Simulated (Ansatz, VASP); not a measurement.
# Two plane-wave programs on BN

```
CELL_PARAMETERS angstrom
0.00000 1.67803 1.67803
1.67803 0.00000 1.67803
1.67803 1.67803 0.00000
ATOMIC_POSITIONS crystal
B 0.00000 0.00000 0.00000
N 0.25000 0.25000 0.25000
```

Alike in both runs: task single point; functional LDA; k mesh 10 × 10 × 10; no spin polarisation.

|  | VASP | Ansatz |
| --- | --- | --- |
| version | VASP 6.6.1 | Ansatz 0.2.0 |
| potentials or method | VASP PAW LDA potentials, release 64 (B, N), cutoff 600 eV | scalar-relativistic, plane waves, PAW |
| occupations | gaussian, width 0.01 eV | fixed |
| valence electrons in the cell | 8 | 8 |

```csv
,VASP,Ansatz,Ansatz less VASP
gap on the k mesh at the Fermi level (eV),4.58,4.61,+0.026
least direct gap on the mesh (eV),9.74,9.76,+0.017
```

LDA's correlation is that of Perdew and Zunger in VASP and of Perdew and Wang (1992) in Ansatz.
